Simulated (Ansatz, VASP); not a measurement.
# Two plane-wave programs on C

Contents of POSCAR:

```
C
1.0
    0.0000000000      1.7834000000      1.7834000000
    1.7834000000      0.0000000000      1.7834000000
    1.7834000000      1.7834000000      0.0000000000
C
2
Direct
    0.5000000000      0.5000000000      0.5000000000
    0.7500000000      0.7500000000      0.7500000000
```

Contents of INCAR.step1:

```
PREC = Accurate ; ENCUT = 910
ISMEAR = -1 ; SIGMA = 0.03
LREAL = F ; LASPH = T
NELM = 120 ; NBANDS = 11
GGA = PE ; ALGO = Normal
EDIFF = 1E-5 ; LWAVE = T
LCHARG = F ; GGA_COMPAT = F
```

The input INCAR.step2:

```
PREC = Accurate ; ENCUT = 910
EDIFF = 1E-8 ; ISMEAR = -1
SIGMA = 0.03 ; LREAL = F
LASPH = T ; NELM = 120
ALGO = Normal ; ISIF = 2
LWAVE = F ; LCHARG = F
METAGGA = R2SCAN ; LMIXTAU = T
LEFG = T ; NBANDS = 11
ISTART = 1 ; GGA_COMPAT = F
```

Contents of KPOINTS:

```
Automatic mesh
0
Gamma
  16 16 16
```

Input for Ansatz:

```yaml
crystal:
  lattice:
    - [0.0, 1.7834, 1.7834]
    - [1.7834, 0.0, 1.7834]
    - [1.7834, 1.7834, 0.0]
  atoms:
    - { symbol: C, position: [0.5, 0.5, 0.5] }
    - { symbol: C, position: [0.75, 0.75, 0.75] }
kpoints:
  mp_grid: { grid: [16, 16, 16] }
  band_path:
    path:
      - [0.0, 0.0, 0.0]
      - [0.5, 0.0, 0.5]
      - [0.625, 0.25, 0.625]
      - [0.375, 0.375, 0.75]
      - [0.0, 0.0, 0.0]
      - [0.5, 0.5, 0.5]
      - [0.5, 0.25, 0.75]
      - [0.5, 0.0, 0.5]
    npoints: 5
scf:
  occupations: { method: fermi_dirac, width: 0.03 }
hamiltonian:
  xc: r2scan
  pseudopotentials: { kind: paw }
output:
  forces: true
  stress: true
  eigenvalues: true
  efg: { contact_densities: true }
```

Alike in both runs: task electric field gradients; functional r2SCAN; k mesh 16 × 16 × 16; occupations fermi-dirac, width 0.03 eV; no spin polarisation.

|  | VASP | Ansatz |
| --- | --- | --- |
| version | VASP 6.6.1 | Ansatz 0.2.0 |
| potentials or method | VASP PAW PBE potentials, release 64 (C_h) | PAW with Ansatz's default frozen-core files, scalar-relativistic |
| plane-wave cutoff (eV) | 910 | 500 |
| valence electrons in the cell | 8 | 8 |

VASP gave:

| Quantity | Value |
| --- | --- |
| gap on the k mesh at the Fermi level (eV) | 4.36 |

Which values does Ansatz return?

gap on the k mesh at the Fermi level (eV): 4.35.

VASP's potentials were made for PBE, not for r2SCAN.

Noted on VASP's run: the cutoff is short for stress, so the pressure is rough.
